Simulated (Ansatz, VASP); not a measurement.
Two plane-wave programs on Si4P

```
Si P
1.0
     3.68101    0.00000    0.00000
    -1.84050    3.18785    0.00000
     0.00000    0.00000    9.86251
Si P
4 1
Cartesian
  0.0000 2.1252 7.5347
  0.0000 2.1252 2.3278
  0.0000 2.1252 4.9313
  0.0000 2.1252 0.0000
  1.8405 1.0626 4.9313
```

Alike in both runs: task relaxation of cell and atoms; functional PBE; k mesh 12 × 12 × 4; occupations gaussian, width 0.1 eV; no spin polarisation.

|  | VASP | Ansatz |
| --- | --- | --- |
| version | VASP 6.6.1 | Ansatz 0.2.0 |
| potentials or method | VASP PAW PBE potentials, release 64 (Si, P), cutoff 600 eV | scalar-relativistic, plane waves, PAW |
| valence electrons in the cell | 21 | 21 |

VASP gave:

```
gap on the k mesh at the Fermi level, each at its own relaxed structure (eV) : none
relaxed volume (Å³/atom)                                                     : 23.00
relaxed length of the cell vector where the two differ most in proportion (Å)              : 3.669
```

Question: What did Ansatz give for the same quantities?

Answer: gap on the k mesh at the Fermi level, each at its own relaxed structure (eV): none; relaxed volume (Å³/atom): 23.04; relaxed length of the cell vector where the two differ most in proportion (Å): 3.673.

A gap of «none» marks a metal or a gap that the smearing closes.
